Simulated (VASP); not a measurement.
# Nd2Y2Cl: relaxation of shape and atoms at fixed volume with PBE

The system is Nd2Y2Cl.

```xyz
5
Lattice="3.6309 0.0000 0.0000 -1.8155 3.1445 0.0000 0.0000 0.0000 12.8151" Properties=species:S:1:pos:R:3 pbc="T T T"
Nd    0.0000    2.0963   10.6018
Nd    1.8155    1.0482    2.2133
Y     0.0000    2.0963    5.0112
Y     1.8155    1.0482    7.8039
Cl    0.0000    0.0000    0.0000
```

```json
{
 "Program": "VASP 6.6.1",
 "Task": "relaxation of shape and atoms at fixed volume",
 "Functional": "PBE",
 "Potentials or basis": "VASP PAW PBE potentials, release 64 (Nd_3, Y_sv, Cl), 4f in core",
 "Cutoff": "500 eV",
 "k mesh": "12 × 12 × 4",
 "Occupations": "gaussian, width 0.1 eV",
 "Spin": "no spin polarisation",
 "Dipole correction": "no",
 "Mended": "yes",
 "Further INCAR settings": "ALGO = Normal; EDIFF = 1e-07; IBRION = 2; EDIFFG = -0.01; NSW = 50; ISIF = 4"
}
```

```
Energy gained by relaxing    : 0.1 meV/atom
Ionic steps                  : 5
Pressure after relaxing      : 2.7 GPa
Largest force after relaxing : 0.009 eV/Å
Band gap on the k mesh       : zero (an odd number of electrons rules out a gap without spin polarisation)
```

Forces in eV/Å, atoms in the order of the input:
```
Nd   0.000  0.000 -0.009
Nd   0.000  0.000  0.009
Y    0.000  0.000  0.005
Y    0.000  0.000 -0.005
Cl   0.000  0.000  0.000
```

Step by step:
| step | energy change (eV) | largest force (eV/Å) | pressure (GPa) | volume (Å³) |
| --- | --- | --- | --- | --- |
| 1 | 0.0000 | 0.0534 | 2.76 | 146.32 |
| 2 | -0.0004 | 0.0338 | 2.75 | 146.32 |
| 3 | -0.0006 | 0.0101 | 2.73 | 146.32 |
| 4 | -0.0006 | 0.0106 | 2.73 | 146.32 |
| 5 | -0.0007 | 0.0086 | 2.73 | 146.32 |

Final structure:
```
CELL_PARAMETERS angstrom
3.62562 0.00000 0.00000
-1.81281 3.13988 0.00000
0.00000 0.00000 12.85275
ATOMIC_POSITIONS crystal
Nd 0.33333 0.66667 0.82740
Nd 0.66667 0.33333 0.17260
Y 0.33333 0.66667 0.39157
Y 0.66667 0.33333 0.60843
Cl 0.00000 0.00000 0.00000
```

Levels at points of the mesh, in eV from the Fermi level:
```csv
k point,band 23,band 24,band 25,band 26,band 27,band 28
"(0.00, 0.00, 0.00)",-2.25,-1.51,0.51,1.10,1.15,1.15
"(0.50, 0.00, 0.00)",-1.46,-1.01,-0.66,-0.16,-0.03,0.73
"(0.00, 0.00, 0.50)",-2.02,-1.48,0.70,0.86,1.22,1.22
"(0.50, 0.00, 0.50)",-1.41,-1.28,-0.35,-0.22,-0.01,0.69
```

It took 15 min on 1 thread of Intel(R) Xeon(R) Platinum 8259CL CPU @ 2.50GHz (Skylake/Cascade Lake) (shared host), peak memory 0.47 GiB.

Caveat: spin-orbit coupling is left out, which moves the levels of the heavy elements; the 4f electrons are frozen in the core, so they carry no moment and show no levels; an odd number of electrons without spin polarisation forces a metal; a magnetic or distorted state may lie lower; the run has no spin polarisation, though such a crystal can be magnetic. With open d or f shells a metallic result of PBE can be an artefact of self-interaction; +U or a hybrid may open a gap.
